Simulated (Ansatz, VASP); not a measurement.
**AlN in VASP and in Ansatz**

```xyz
4
Lattice="3.1067 0.0000 0.0000 -1.5534 2.6905 0.0000 0.0000 0.0000 4.9785" Properties=species:S:1:pos:R:3 pbc="T T T"
Al    1.5534    0.8968    2.4853
Al    0.0000    1.7937    4.9746
N     1.5534    0.8968    4.3851
N     0.0000    1.7937    1.8958
```

Alike in both runs: task single point; functional r2SCAN; k mesh 9 × 9 × 4; occupations gaussian, width 0.02 eV; no spin polarisation.

|  | VASP | Ansatz |
| --- | --- | --- |
| version | VASP 6.6.1 | Ansatz 0.2.0 |
| potentials or method | VASP PAW PBE potentials, release 64 (Al, N), cutoff 520 eV | scalar-relativistic, plane waves, PAW |
| valence electrons in the cell | 16 | 16 |

```tsv
	VASP	Ansatz	Ansatz less VASP
gap on the k mesh at the Fermi level (eV)	4.92	4.88	-0.041
least direct gap on the mesh (eV)	4.92	4.88	-0.041
pressure (GPa)	-0.4	0.0	+0.39
```

VASP's potentials were made for PBE, not for r2SCAN. With one functional, cell and mesh, what is left measures potentials, basis and numerics.
